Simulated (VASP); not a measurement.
Set up this calculation in VASP 6.6.1, as the native input.

```yaml
Task: single point
Functional: LDA
Potentials_or_basis: VASP PAW LDA potentials, release 64 (Hf_pv, B)
Cutoff: 520 eV
k_mesh: 15 × 15 × 15
Occupations: fermi-dirac, width 0.05 eV
Spin: no spin polarisation
Dipole_correction: no
Further_INCAR_settings: ALGO = Normal; EDIFF = 1e-06; NBANDS = 14
```

The structure of HfB lies in POSCAR:

```
HfB
1.0
   -0.0462000000      2.2869000000      2.2869000000
    2.2869000000     -0.0462000000      2.2869000000
    2.2869000000      2.2869000000     -0.0462000000
Hf B
1 1
Direct
    0.5000000000      0.5000000000      0.5000000000
    0.0000000000      0.0000000000      0.0000000000
```

This cell differs from its parent crystal: equal xy, yz and zx shear strains of -2 %.

The input as run:

INCAR

```
PREC     = Accurate       # precision mode
ENCUT    = 520            # plane-wave cutoff, eV
EDIFF    = 1E-6           # SCF threshold, eV
ISMEAR   = -1             # smearing method
SIGMA    = 0.05           # smearing width, eV
LREAL    = False          # projectors in reciprocal space
LASPH    = True           # aspherical terms in the spheres
NELM     = 100            # most SCF steps
ALGO     = Normal         # electronic algorithm
ISIF     = 2              # what is computed and relaxed
LWAVE    = False          # write WAVECAR
LCHARG   = False          # write CHGCAR
GGA      = CA             # functional
NBANDS   = 14             # bands
```

KPOINTS

```
Automatic mesh
0
Gamma
  15 15 15
```

Potentials or basis: VASP PAW LDA potentials, release 64 (Hf_pv, B).

Run with:

```sh
$ cat potpaw_LDA.64/Hf_pv/POTCAR potpaw_LDA.64/B/POTCAR > POTCAR
$ mpirun -np 1 vasp_std > vasp.out
```

It gave:

| Quantity | Value |
| --- | --- |
| Pressure | 20.0 GPa |

Caveat: the cell differs from its parent crystal (equal xy, yz and zx shear strains of -2 %).

Wall time 23 s on 1 thread of Intel(R) Xeon(R) 6975P-C (Granite Rapids) (shared host), peak memory 0.22 GiB.
